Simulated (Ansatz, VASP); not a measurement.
# Si: VASP beside Ansatz

```
Si
1.0
     0.00000    2.72898    2.69495
     2.72898    0.00000    2.69495
     2.72898    2.72898    0.00000
Si
2
Direct
  0.00000 0.00000 0.00000
  0.25000 0.25000 0.25000
```

Change from the starting cell: strained cell.

Alike in both runs: task relaxation of the atoms; functional r2SCAN; k mesh 8 × 8 × 8; occupations gaussian, width 0.02 eV; no spin polarisation.

|  | VASP | Ansatz |
| --- | --- | --- |
| version | VASP 6.6.1 | Ansatz 0.2.0 |
| potentials or method | VASP PAW PBE potentials, release 64 (Si), cutoff 500 eV | scalar-relativistic, plane waves, PAW |
| valence electrons in the cell | 8 | 8 |

```csv
,VASP,Ansatz,Ansatz less VASP
"gap on the k mesh at the Fermi level, each at its own relaxed structure (eV)",0.68,0.66,-0.015
```

VASP's potentials were made for PBE, not for r2SCAN. Ansatz's warnings: stress scf threshold loose.

Noted on VASP's run: the relaxation stopped at its first step, so nothing moved.
